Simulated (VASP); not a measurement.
**CdS: single point with HSE06**

Crystal: CdS.

```xyz
2
Lattice="0.0000 2.7268 2.7268 2.7966 0.0000 2.7268 2.7966 2.7268 0.0000" Properties=species:S:1:pos:R:3 pbc="T T T"
Cd    0.0000    0.0000    0.0000
S     2.7966    2.7268    2.7268
```

This cell differs from its parent crystal: uniaxial x strain +2.6%.

- Program: VASP 6.6.1
- Task: single point
- Functional: HSE06
- Potentials or basis: VASP PAW PBE potentials, release 64 (Cd, S)
- Cutoff: 520 eV
- k mesh: 6 × 6 × 6
- Occupations: gaussian, width 0.01 eV
- Spin: no spin polarisation

The pressure is -1.5 GPa and the band gap on the k mesh is 1.11 eV (least direct gap 2.48 eV).

Stress tensor (GPa, compression positive):
```
-2.59  0.00  0.00
 0.00 -0.94  0.00
 0.00  0.00 -0.94
```

Levels at points of the mesh, in eV from the valence-band top:
```
           k point  band 5  band 6  band 7  band 8  band 9  band 10  band 11  band 12  band 13  band 14
(0.00, 0.00, 0.00)   -8.84   -8.84   -0.82   -0.82   -0.68     1.80    10.20    10.33    10.33    12.32
(0.50, 0.00, 0.00)   -8.67   -8.66   -5.23   -0.14    0.00     4.38     6.84     7.09     8.19    13.36
(0.50, 0.50, 0.00)   -8.59   -7.83   -4.54   -2.42   -2.18     1.11     6.84    11.20    12.27    12.90
(0.00, 0.50, 0.50)   -8.60   -7.90   -4.53   -2.21   -2.21     1.24     6.99    10.96    12.75    12.75
```

Wall time 51 min on 2 MPI ranks on Intel(R) Xeon(R) Platinum 8259CL CPU @ 2.50GHz (Skylake/Cascade Lake), on a shared host, peak memory 0.28 GiB a rank.

Caveat: the cell differs from its parent crystal (uniaxial x strain +2.6%); the structure was generated, so it needn't be the stable form of CdS; the PAW data sets were made with another functional, which shifts forces and pressure a little. A k mesh can miss the band edges.
